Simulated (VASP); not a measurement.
Set up this calculation in VASP 6.6.1, as the native input.

```
Task                   : single point
Functional             : LDA
Potentials or basis    : VASP PAW LDA potentials, release 64 (W_sv, S)
Cutoff                 : 520 eV
k mesh                 : 13 × 13 × 13
Occupations            : fermi-dirac, width 0.08 eV
Spin                   : no spin polarisation
Dipole correction      : no
Further INCAR settings : ALGO = Normal; EDIFF = 1e-06; NBANDS = 20
```

The structure of WS2 lies in POSCAR:

```
WS2
1.0
    1.5790003843      0.9116362969      6.2865966000
   -1.5790003843      0.9116362969      6.2865966000
    0.0000000000     -1.8232725938      6.2865966000
W S
1 2
Direct
    0.0000000000      0.0000000000      0.0000000000
    0.7503000000      0.7503000000      0.7503000000
    0.5810000000      0.5810000000      0.5810000000
```

This cell differs from its parent crystal: zz strain of +2 %.

The input as run:

INCAR

```
  PREC = Accurate
  ENCUT = 520
  EDIFF = 1E-6
  ISMEAR = -1
  SIGMA = 0.08
  LREAL = F
  LASPH = T
  NELM = 100
  ALGO = Normal
  ISIF = 2
  LWAVE = F
  LCHARG = F
  GGA = CA
  NBANDS = 20
```

KPOINTS

```
regular mesh
0
Gamma
  13 13 13
```

Potentials or basis: VASP PAW LDA potentials, release 64 (W_sv, S).

Command:

```sh
$ cat potpaw_LDA.64/W_sv/POTCAR potpaw_LDA.64/S/POTCAR > POTCAR
$ mpirun -np 1 vasp_std > vasp.out
```

Results of the run:

```
Pressure               : -6.5 GPa
Largest force          : 1.088 eV/Å
Band gap on the k mesh : 1.07 eV (least direct gap 2.16 eV)
```

Caveat: the cell differs from its parent crystal (zz strain of +2 %); the cell stands under tension; spin-orbit coupling is left out, which moves the levels of the heavy elements; an odd mesh through Γ misses points on the zone boundary, where band edges can lie; forces of over 1 eV/Å act on the atoms, so gaps and moduli don't describe the material at rest.

Wall time 8.2 min on 1 thread of Intel(R) Xeon(R) Platinum 8488C (Sapphire Rapids), on a shared host, peak memory 0.44 GiB.
